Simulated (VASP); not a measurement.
Runs of VASP 6.6.1 on TePb. The structure is that of space group Fm-3m (No. 225), or close to it. The cells are those of the table. 

```csv
level,cell,grid for exact exchange (PRECFOCK),share of exact exchange,screening parameter,gap on the mesh (eV),pressure (GPa)
PBE,"a = 4.645 Å, angles 60.0°, 2 atoms",-,-,-,0.83,0.0
HSE06,"a = 4.645 Å, angles 60.0°, 2 atoms",Normal,0.25,0.2079 1/Å,1.20,(a)
HSE06,"a = 4.806 Å, angles 60.0°, 2 atoms",Normal,0.25,0.2079 1/Å,1.39,(c)
PBE,"a = 4.622, b = 4.622, c = 4.737 Å, angles 59.2, 59.2, 58.3°, 2 atoms",-,-,-,(b),0.6
PBE,"a = 4.601, b = 4.601, c = 4.575 Å, angles 60.2, 60.2, 59.6°, 2 atoms",-,-,-,0.76,1.4
PBE,"a = 4.621 Å, angles 60.0°, 2 atoms",-,-,-,0.80,0.6
PBE,"a = 4.806 Å, angles 60.0°, 2 atoms",-,-,-,0.98,-3.2
```

Alike in all rows: task single point; potentials or basis VASP PAW PBE potentials, release 64 (Pb_d, Te); no spin polarisation; k mesh 4 × 4 × 4; cutoff (eV) 520; smearing gaussian 0.01 eV.

Q: Fill in the values left out.

A: (a) -1.1; (b) 0.55; (c) -4.1.

Caveats: some runs use coarse meshes; the structure was generated, so it needn't be the stable form of TePb; spin-orbit coupling is left out, which moves the levels of the heavy elements; the PAW data sets were made with another functional, which shifts forces and pressure a little (at least some runs); the cell stands under tension (at least some runs).

A k mesh can miss the band edges, and the runs leave out spin-orbit coupling on Pb, Te.
